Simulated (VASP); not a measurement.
# AgPPd5 (P4/mmm) in VASP: further runs

Runs on AgPPd5. Level: LDA. Tasks: single point.

All numbers are computed with VASP 6.6.1; they aren't measurements. Logs are shortened: lines on timing, memory, paths and dates and some standing lists are left out, and cuts for length are marked.

**1. The cell of the first run**

The structure is tetragonal, space group P4/mmm (No. 123). Conventional cell: a = 3.969 Å, b = 3.969 Å, c = 7.005 Å, α = 90.00°, β = 90.00°, γ = 90.00°. Ag (site symmetry 4/mmm) has 12 Pd at 2.81 to 2.89 Å within 3.7 Å. P (site symmetry 4/mmm) has 8 Pd at 2.43 Å within 3.2 Å. Pd (site symmetry 4/mmm) has 4 Ag at 2.81 Å and 8 Pd at 2.89 Å and 2 P at 3.50 Å within 3.7 Å. Within 3.2 Å of Pd (site symmetry 2mm) lie 2 P at 2.43 Å and 7 Pd at 2.80 to 2.89 Å and 2 Ag at 2.89 Å.

**2. Single point, LDA**

INCAR reads:

```
SYSTEM = AgPPd5
ALGO = Normal ; EDIFF = 1E-6
ENCUT = 500 ; GGA = CA
GGA_COMPAT = .False. ; ISIF = 2
ISMEAR = 0 ; LASPH = .True.
LCHARG = .False. ; LREAL = .False.
LWAVE = .False. ; NBANDS = 42
NELM = 120 ; PREC = Accurate
SIGMA = 0.1
```

KPOINTS reads:

```
k-points
0
Gamma
  5 5 3
  0 0 0
```

POSCAR reads:

```
AgPPd5
1.0
    3.9687750000      0.0000000000      0.0000000000
    0.0000000000      3.9687750000      0.0000000000
    0.0000000000      0.0000000000      7.0052250000
Ag P Pd
1 1 5
Direct
    0.5000000000      0.5000000000      0.0000000000
    0.0000000000      0.0000000000      0.5000000000
    0.0000000000      0.0000000000      0.0000000000
    0.5000000000      0.0000000000      0.6995300000
    0.0000000000      0.5000000000      0.3004700000
    0.0000000000      0.5000000000      0.6995300000
    0.5000000000      0.0000000000      0.3004700000
```

Potentials or basis: VASP PAW LDA potentials, release 64 (Ag, P, Pd).

Started as:

```bash
$ cat potpaw_LDA.64/Ag/POTCAR potpaw_LDA.64/P/POTCAR potpaw_LDA.64/Pd/POTCAR > POTCAR
$ mpirun -np 1 vasp_std > vasp.out
```

OUTCAR:

```text
SYSTEM = AgPPd5
   EDIFF = 1E-6
   ENCUT = 500
   GGA = CA
   ISIF = 2
   ISMEAR = 0
   LASPH = .True.
   LREAL = .False.
   NELM = 120
   PREC = Accurate

 ion  position               nearest neighbor table
   1  0.500  0.500  0.000-   3 2.81   3 2.81   3 2.81   3 2.81   7 2.89   4 2.89   4 2.89   7 2.89
                             5 2.89   5 2.89   6 2.89   6 2.89
   2  0.000  0.000  0.500-   4 2.43   5 2.43   6 2.43   7 2.43   5 2.43   6 2.43   4 2.43   7 2.43

   3  0.000  0.000  0.000-   1 2.81   1 2.81   1 2.81   1 2.81   7 2.89   4 2.89   5 2.89   6 2.89
                             5 2.89   4 2.89   7 2.89   6 2.89
   4  0.500  0.000  0.700-   2 2.43   2 2.43   7 2.80   6 2.81   6 2.81   6 2.81   6 2.81   3 2.89
                             3 2.89   1 2.89   1 2.89
   5  0.000  0.500  0.300-   2 2.43   2 2.43   6 2.80   7 2.81   7 2.81   7 2.81   7 2.81   3 2.89
                             1 2.89   1 2.89   3 2.89
   6  0.000  0.500  0.700-   2 2.43   2 2.43   5 2.80   4 2.81   4 2.81   4 2.81   4 2.81   3 2.89
                             1 2.89   1 2.89   3 2.89
   7  0.500  0.000  0.300-   2 2.43   2 2.43   4 2.80   5 2.81   5 2.81   5 2.81   5 2.81   3 2.89
                             3 2.89   1 2.89   1 2.89

  LATTYP: Found a simple tetragonal cell.
 ALAT       =     3.9687750000
 C/A-ratio  =     1.7650849443

  Lattice vectors:

 A1 = (   3.9687750000,   0.0000000000,   0.0000000000)
 A2 = (   0.0000000000,   3.9687750000,   0.0000000000)
 A3 = (   0.0000000000,   0.0000000000,   7.0052250000)

Analysis of symmetry for initial positions (statically):
=====================================================================
 Subroutine PRICEL returns:
 Original cell was already a primitive cell.

 Routine SETGRP: Setting up the symmetry group for a
 simple tetragonal supercell.

 Subroutine GETGRP returns: Found 16 space group operations
 (whereof 16 operations were pure point group operations)
 out of a pool of 16 trial point group operations.

The static configuration has the point symmetry D_4h.

Analysis of symmetry for dynamics (positions and initial velocities):
=====================================================================
 Subroutine PRICEL returns:
 Original cell was already a primitive cell.

 Routine SETGRP: Setting up the symmetry group for a
 simple tetragonal supercell.

 Subroutine GETGRP returns: Found 16 space group operations
 (whereof 16 operations were pure point group operations)
 out of a pool of 16 trial point group operations.
[... 95 lines left out ...]
   LASPH  =      T    aspherical Exc in radial PAW
   ENCUT  =  500.0 eV  36.75 Ry    6.06 a.u.   7.24  7.24 12.77*2*pi/ulx,y,z
   NELM   =    120;   NELMIN=  2; NELMDL= -5     # of ELM steps
   EDIFF  = 0.1E-05   stopping-criterion for ELM
   LREAL  =      F    real-space projection
[... 7 lines left out ...]
   TEBEG  =    0.0;   TEEND  =   0.0 temperature during run
   PSTRESS=    0.0 pullay stress
   NELECT =      66.0000    total number of electrons
   NUPDOWN=      -1.0000    fix difference up-down
   EMIN   =  10.00;   EMAX   =-10.00  energy-range for DOS
   EFERMI =   0.00;   METHOD = LEGACY
   ISMEAR =     0;   SIGMA  =   0.10  broadening in eV -4-tet -1-fermi 0-gaus
   EFERMI_NEDOS =   21; number of points for ismear=-14 and -15
   IALGO  =     38    algorithm
   IMIX   =      4    mixing-type and parameters
     AMIX     =   0.40;   BMIX     =  1.00
     AMIX_MAG =   1.60;   BMIX_MAG =  1.00
  volume/ion in A,a.u.               =      15.76       106.37
  Fermi-wavevector in a.u.,A,eV,Ry     =   1.379361  2.606613 25.886927  1.902635
  Thomas-Fermi vector in A             =   2.504337
   LORBIT       =      0    0 simple, 1 ext, 2 COOP (PROOUT), +10 PAW based schemes
   GGA     = CA    functional components
   LHFCALC =     F    Hartree Fock is set to
   AEXX    =    0.0000 exact exchange contribution
   IVDW    =     0    specifies the selected vdW correction
   LEPSILON=     F    determine dielectric tensor
   LRPA    =     F    only Hartree local field effects (RPA)
 non-spin polarized calculation
 Gauss-broadening in eV      SIGMA  =   0.10
  energy-cutoff  :      500.00
  volume of cell :      110.34
 maximum number of plane-waves:      2824
 NGX is ok and might be reduce to    30
   NGX = 15   NGY = 15   NGZ = 25

 number of electron      65.9999984 magnetization

 Free energy of the ion-electron system (eV)
  ---------------------------------------------------
  ext. energy  EPLUGINS =         0.00000000
  ---------------------------------------------------
  free energy    TOTEN  =       -44.23500319 eV

  energy without entropy =      -44.22185177  energy(sigma->0) =      -44.22842748

 E-fermi :   8.7010     XC(G=0): -12.7348

 val. band max:        8.6723357450   @ k =   0.2000   0.2000   0.0000
 cond. band min:       8.7637539045   @ k =   0.4000   0.0000   0.3333
 fundamental gap:      0.0914181595
 Fermi energy:         8.7009685218

 k-point     1 :       0.0000    0.0000    0.0000
  band No.  band energies     occupation
      1      -3.5673      2.00000
      2       1.6247      2.00000
      3       2.8047      2.00000
      4       3.0142      2.00000
      5       3.0142      2.00000
      6       3.5173      2.00000
[... 529 lines left out ...]
     41      15.1683      0.00000
     42      15.2249      0.00000

------------------------ aborting loop because EDIFF is reached ----------------------------------------

  FORCE on cell =-STRESS in cart. coord.  units (eV):
  Direction    XX          YY          ZZ          XY          YZ          ZX
  --------------------------------------------------------------------------------------
  -------------------------------------------------------------------------------------
  Total       -8.8837664     -8.8837664     -9.0849710      0.0000000      0.0000000      0.0000000
  in kB     -128.9949377   -128.9949377   -131.9164888      0.0000000      0.0000000      0.0000000
  external PRESSURE =    -129.9687880 kB  Pullay stress =       0.0000000 kB

 VOLUME and BASIS-vectors are now :
 -----------------------------------------------------------------------------
  energy-cutoff  :      500.00
  volume of cell :      110.34
      direct lattice vectors                 reciprocal lattice vectors
     3.968775000  0.000000000  0.000000000     0.251966917  0.000000000  0.000000000
     0.000000000  3.968775000  0.000000000     0.000000000  0.251966917  0.000000000
     0.000000000  0.000000000  7.005225000     0.000000000  0.000000000  0.142750590

 POSITION                                       TOTAL-FORCE (eV/Angst)
 -----------------------------------------------------------------------------------
      1.98439      1.98439      0.00000         0.000000     -0.000000      0.000000
      0.00000      0.00000      3.50261         0.000000     -0.000000      0.000000
      0.00000      0.00000      0.00000         0.000000     -0.000000      0.000000
      1.98439      0.00000      4.90037         0.000000     -0.000000      0.077857
      0.00000      1.98439      2.10486        -0.000000     -0.000000     -0.077857
      0.00000      1.98439      4.90037         0.000000      0.000000      0.077857
      1.98439      0.00000      2.10486         0.000000      0.000000     -0.077857
 -----------------------------------------------------------------------------------
    total drift:                                0.000000      0.000000     -0.000000

  FREE ENERGIE OF THE ION-ELECTRON SYSTEM (eV)
  ---------------------------------------------------
  free  energy   TOTEN  =       -44.2350031939 eV

  energy  without entropy=      -44.2218517656  energy(sigma->0) =      -44.22842748
```

OSZICAR:

```text
N       E                     dE             d eps       ncg     rms          rms(c)
DAV:   1     0.433189299899E+03    0.43319E+03   -0.32338E+04  1008   0.148E+03
DAV:   2    -0.294655997347E+02   -0.46265E+03   -0.44024E+03  1066   0.344E+02
DAV:   3    -0.458196674978E+02   -0.16354E+02   -0.15870E+02  1154   0.663E+01
DAV:   4    -0.460252151896E+02   -0.20555E+00   -0.20525E+00  1122   0.751E+00
DAV:   5    -0.460285751285E+02   -0.33599E-02   -0.33594E-02  1138   0.984E-01    0.186E+01
DAV:   6    -0.444593192087E+02    0.15693E+01   -0.73463E+00  1094   0.224E+01    0.103E+01
DAV:   7    -0.444637240918E+02   -0.44049E-02   -0.18512E+00  1048   0.139E+01    0.611E+00
DAV:   8    -0.442828320774E+02    0.18089E+00   -0.87105E-01  1104   0.123E+01    0.324E+00
DAV:   9    -0.442353711317E+02    0.47461E-01   -0.11792E-01  1104   0.396E+00    0.558E-01
DAV:  10    -0.442350822242E+02    0.28891E-03   -0.67011E-03  1080   0.547E-01    0.281E-01
DAV:  11    -0.442350070975E+02    0.75127E-04   -0.93043E-04  1074   0.195E-01    0.850E-02
DAV:  12    -0.442350062108E+02    0.88669E-06   -0.42495E-05  1100   0.652E-02    0.300E-02
DAV:  13    -0.442350035563E+02    0.26545E-05   -0.14977E-05  1074   0.422E-02    0.897E-03
DAV:  14    -0.442350031939E+02    0.36240E-06   -0.19621E-06   746   0.113E-02
   1 F= -.44235003E+02 E0= -.44228427E+02  d E =-.131514E-01
```

stdout:

```text
POSCAR found type information on POSCAR AgP Pd
 POSCAR found :  3 types and       7 ions
 scaLAPACK will be used
 LDA part: xc-table for (Slater(with rela. corr.)+CA(PZ))
 , standard interpolation
 POSCAR, INCAR and KPOINTS ok, starting setup
 FFT: planning ... GRIDC
 FFT: planning ... GRID_SOFT
 FFT: planning ... GRID
 WAVECAR not read
 entering main loop
```

Wall time 55 s (1 thread of Intel Xeon Platinum 8259CL at 2.50GHz (Skylake/Cascade Lake), shared host); peak memory 0.2 GiB.

Results:

```yaml
Free_energy: -44.2350 eV
Pressure: -13.0 GPa
Largest_force: 0.078 eV/Å
Band_gap_on_the_k_mesh: zero (bands 33 and 34 overlap by 0.73 eV)
```

Forces on the atoms (eV/Å):
```
Ag   0.000  0.000  0.000
P    0.000  0.000  0.000
Pd   0.000  0.000  0.000
Pd   0.000  0.000  0.078
Pd   0.000  0.000 -0.078
Pd   0.000  0.000  0.078
Pd   0.000  0.000 -0.078
```

Caveat: the cell stands under tension.

**3. Single point, LDA**

INCAR reads:

```
SYSTEM = AgPPd5
PREC = Accurate ; ENCUT = 500
EDIFF = 1E-6 ; ISMEAR = 0
SIGMA = 0.1 ; LREAL = .False.
LASPH = .True. ; NELM = 120
ALGO = Normal ; ISIF = 2
LWAVE = .False. ; LCHARG = .True.
LELF = .True. ; LVHAR = .True.
NBANDS = 42 ; GGA_COMPAT = .False.
```

KPOINTS reads:

```
regular mesh
0
Gamma
  5 5 3
  0 0 0
```

POSCAR is that of step 2.

Potentials or basis: VASP PAW LDA potentials, release 64 (Ag, P, Pd).

Started as:

```bash
$ cat potpaw_LDA.64/Ag/POTCAR potpaw_LDA.64/P/POTCAR potpaw_LDA.64/Pd/POTCAR > POTCAR
$ mpirun -np 1 vasp_std > vasp.out
```

OUTCAR:

```text
SYSTEM = AgPPd5
   PREC = Accurate
   ENCUT = 500
   EDIFF = 1E-6
   ISMEAR = 0
   LREAL = .False.
   LASPH = .True.
   NELM = 120
   ISIF = 2

 ion  position               nearest neighbor table
   1  0.500  0.500  0.000-   3 2.81   3 2.81   3 2.81   3 2.81   7 2.89   4 2.89   4 2.89   7 2.89
                             5 2.89   5 2.89   6 2.89   6 2.89
   2  0.000  0.000  0.500-   4 2.43   5 2.43   6 2.43   7 2.43   5 2.43   6 2.43   4 2.43   7 2.43

   3  0.000  0.000  0.000-   1 2.81   1 2.81   1 2.81   1 2.81   7 2.89   4 2.89   5 2.89   6 2.89
                             5 2.89   4 2.89   7 2.89   6 2.89
   4  0.500  0.000  0.700-   2 2.43   2 2.43   7 2.80   6 2.81   6 2.81   6 2.81   6 2.81   3 2.89
                             3 2.89   1 2.89   1 2.89
   5  0.000  0.500  0.300-   2 2.43   2 2.43   6 2.80   7 2.81   7 2.81   7 2.81   7 2.81   3 2.89
                             1 2.89   1 2.89   3 2.89
   6  0.000  0.500  0.700-   2 2.43   2 2.43   5 2.80   4 2.81   4 2.81   4 2.81   4 2.81   3 2.89
                             1 2.89   1 2.89   3 2.89
   7  0.500  0.000  0.300-   2 2.43   2 2.43   4 2.80   5 2.81   5 2.81   5 2.81   5 2.81   3 2.89
                             3 2.89   1 2.89   1 2.89

  LATTYP: Found a simple tetragonal cell.
 ALAT       =     3.9687750000
 C/A-ratio  =     1.7650849443

  Lattice vectors:

 A1 = (   3.9687750000,   0.0000000000,   0.0000000000)
 A2 = (   0.0000000000,   3.9687750000,   0.0000000000)
 A3 = (   0.0000000000,   0.0000000000,   7.0052250000)

Analysis of symmetry for initial positions (statically):
=====================================================================
 Subroutine PRICEL returns:
 Original cell was already a primitive cell.

 Routine SETGRP: Setting up the symmetry group for a
 simple tetragonal supercell.

 Subroutine GETGRP returns: Found 16 space group operations
 (whereof 16 operations were pure point group operations)
 out of a pool of 16 trial point group operations.

The static configuration has the point symmetry D_4h.

[... 133 lines left out ...]
   LORBIT       =      0    0 simple, 1 ext, 2 COOP (PROOUT), +10 PAW based schemes
   GGA     = CA    functional components
   LHFCALC =     F    Hartree Fock is set to
   AEXX    =    0.0000 exact exchange contribution
   IVDW    =     0    specifies the selected vdW correction
   LEPSILON=     F    determine dielectric tensor
   LRPA    =     F    only Hartree local field effects (RPA)
 non-spin polarized calculation
 Gauss-broadening in eV      SIGMA  =   0.10
  energy-cutoff  :      500.00
  volume of cell :      110.34
 maximum number of plane-waves:      2824
 NGX is ok and might be reduce to    30
   NGX = 15   NGY = 15   NGZ = 25

 number of electron      65.9999984 magnetization

 Free energy of the ion-electron system (eV)
  ---------------------------------------------------
  ext. energy  EPLUGINS =         0.00000000
  ---------------------------------------------------
  free energy    TOTEN  =       -44.23500319 eV

  energy without entropy =      -44.22185177  energy(sigma->0) =      -44.22842748

 E-fermi :   8.7010     XC(G=0): -12.7348

 val. band max:        8.6723357450   @ k =   0.2000   0.2000   0.0000
 cond. band min:       8.7637539045   @ k =   0.4000   0.0000   0.3333
 fundamental gap:      0.0914181595
 Fermi energy:         8.7009685218

 k-point     1 :       0.0000    0.0000    0.0000
  band No.  band energies     occupation
      1      -3.5673      2.00000
      2       1.6247      2.00000
      3       2.8047      2.00000
      4       3.0142      2.00000
      5       3.0142      2.00000
      6       3.5173      2.00000
[... 529 lines left out ...]
     41      15.1683      0.00000
     42      15.2249      0.00000

------------------------ aborting loop because EDIFF is reached ----------------------------------------

  FORCE on cell =-STRESS in cart. coord.  units (eV):
  Direction    XX          YY          ZZ          XY          YZ          ZX
  --------------------------------------------------------------------------------------
  -------------------------------------------------------------------------------------
  Total       -8.8837664     -8.8837664     -9.0849710      0.0000000      0.0000000      0.0000000
  in kB     -128.9949377   -128.9949377   -131.9164888      0.0000000      0.0000000      0.0000000
  external PRESSURE =    -129.9687880 kB  Pullay stress =       0.0000000 kB

 VOLUME and BASIS-vectors are now :
 -----------------------------------------------------------------------------
  energy-cutoff  :      500.00
  volume of cell :      110.34
      direct lattice vectors                 reciprocal lattice vectors
     3.968775000  0.000000000  0.000000000     0.251966917  0.000000000  0.000000000
     0.000000000  3.968775000  0.000000000     0.000000000  0.251966917  0.000000000
     0.000000000  0.000000000  7.005225000     0.000000000  0.000000000  0.142750590

 POSITION                                       TOTAL-FORCE (eV/Angst)
 -----------------------------------------------------------------------------------
      1.98439      1.98439      0.00000         0.000000     -0.000000      0.000000
      0.00000      0.00000      3.50261         0.000000     -0.000000      0.000000
      0.00000      0.00000      0.00000         0.000000     -0.000000      0.000000
      1.98439      0.00000      4.90037         0.000000     -0.000000      0.077857
      0.00000      1.98439      2.10486        -0.000000     -0.000000     -0.077857
      0.00000      1.98439      4.90037         0.000000      0.000000      0.077857
      1.98439      0.00000      2.10486         0.000000      0.000000     -0.077857
 -----------------------------------------------------------------------------------
    total drift:                                0.000000      0.000000     -0.000000

  FREE ENERGIE OF THE ION-ELECTRON SYSTEM (eV)
  ---------------------------------------------------
  free  energy   TOTEN  =       -44.2350031939 eV

  energy  without entropy=      -44.2218517656  energy(sigma->0) =      -44.22842748
```

Wall time 63 s (1 thread of Intel Xeon Platinum 8259CL at 2.50GHz (Skylake/Cascade Lake), shared host); peak memory 0.2 GiB.

Results:

| Item | Value |
| --- | --- |
| Free energy | -44.2350 eV |
| Pressure | -13.0 GPa |
| Largest force | 0.078 eV/Å |
| Band gap on the k mesh | zero (bands 33 and 34 overlap by 0.73 eV) |

Forces in eV/Å, atoms in the order of the input:
```
Ag   0.000  0.000  0.000
P    0.000  0.000  0.000
Pd   0.000  0.000  0.000
Pd   0.000  0.000  0.078
Pd   0.000  0.000 -0.078
Pd   0.000  0.000  0.078
Pd   0.000  0.000 -0.078
```

Stress tensor (GPa, compression positive):
```
-12.90   0.00   0.00
  0.00 -12.90   0.00
  0.00   0.00 -13.19
```

Caveat: the cell stands under tension.

[end of part 1 of 2]
